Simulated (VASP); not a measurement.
A run of VASP 6.6.1:

The input INCAR:

```
PREC = Accurate
ENCUT = 520
EDIFF = 1E-6
ISMEAR = 0
SIGMA = 0.01
LREAL = F
LASPH = T
NELM = 80
ALGO = Normal
ISIF = 2
LWAVE = F
LCHARG = F
GGA = PE
IVDW = 12
NBANDS = 18
```

KPOINTS

```
regular mesh
0
Gamma
  6 6 6
```

The input POSCAR:

```
HfO2
1.0
    3.5870650956      0.0000000000      0.0000000000
    1.7935325478      3.1064894979      0.0000000000
    1.7935325478      1.0354964993      2.9288263862
Hf O
1 2
Direct
    0.0000000000      0.0000000000      0.0000000000
    0.2500000000      0.2500000000      0.2500000000
    0.7500000000      0.7500000000      0.7500000000
```

Potentials or basis: VASP PAW PBE potentials, release 64 (Hf_pv, O).

Command:

```bash
$ cat potpaw_PBE.64/Hf_pv/POTCAR potpaw_PBE.64/O/POTCAR > POTCAR
$ mpirun -np 1 vasp_std > vasp.out
```

Hardware: 1 thread of AMD EPYC 7R43 64-Core Processor (Zen 3), with other jobs on the host.

How long does it take, and how much memory?

It took 17 s on 1 thread of AMD EPYC 7R43 64-Core Processor (Zen 3), with other jobs on the host, peak memory 0.14 GiB. Counts: scf iterations 13, k points 16.
